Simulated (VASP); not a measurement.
The system is Mg3SeS2.

```
Mg Se S
1.0
     0.00000    5.01739    6.36777
     2.67638    0.00000    6.36777
     2.67638    5.01739    0.00000
Mg Se S
3 1 2
Direct
  0.20805 0.20805 0.79195
  0.79195 0.79195 0.20805
  0.50000 0.50000 0.50000
  0.00000 0.00000 0.00000
  0.25160 0.74840 0.25160
  0.74840 0.25160 0.74840
```

The cell was generated, and may not be a known phase.

* Program: VASP 6.6.1
* Task: relaxation of cell and atoms
* Functional: PBE
* Potentials or basis: VASP PAW PBE potentials, release 64 (Mg, Se, S)
* Cutoff: 600 eV
* k mesh: 8 × 8 × 8
* Occupations: gaussian, width 0.1 eV
* Spin: no spin polarisation

At the start: pressure -0.1 GPa; volume 28.50 Å³/atom.

Question: Where does the relaxation end?

Answer: Over 5 steps the energy falls by 8.6 meV/atom; space group Fmmm (No. 69, to 0.1 Å) before and after.

Step by step:
| step | energy change (eV) | largest force (eV/Å) | pressure (GPa) | volume (Å³) |
| --- | --- | --- | --- | --- |
| 1 | 0.0000 | 0.1087 | -0.11 | 171.02 |
| 2 | -0.0512 | 0.0741 | 0.08 | 170.47 |
| 3 | -0.0513 | 0.0738 | 0.09 | 170.45 |
| 4 | -0.0518 | 0.0225 | 0.00 | 170.84 |
| 5 | -0.0518 | 0.0085 | -0.02 | 170.98 |

Final structure:
```cif
data_structure
_symmetry_space_group_name_H-M 'P 1'
_symmetry_Int_Tables_number 1
_cell_length_a 8.0456
_cell_length_b 6.9304
_cell_length_c 5.6225
_cell_angle_alpha 78.968
_cell_angle_beta 57.723
_cell_angle_gamma 43.308
_cell_volume 170.98
loop_
_atom_site_label
_atom_site_type_symbol
_atom_site_fract_x
_atom_site_fract_y
_atom_site_fract_z
_atom_site_occupancy
Mg1 Mg 0.20771 0.20771 0.79229 1
Mg2 Mg 0.79229 0.79229 0.20771 1
Mg3 Mg 0.50000 0.50000 0.50000 1
Se1 Se 0.00000 0.00000 0.00000 1
S1 S 0.25257 0.74743 0.25257 1
S2 S 0.74743 0.25257 0.74743 1
```
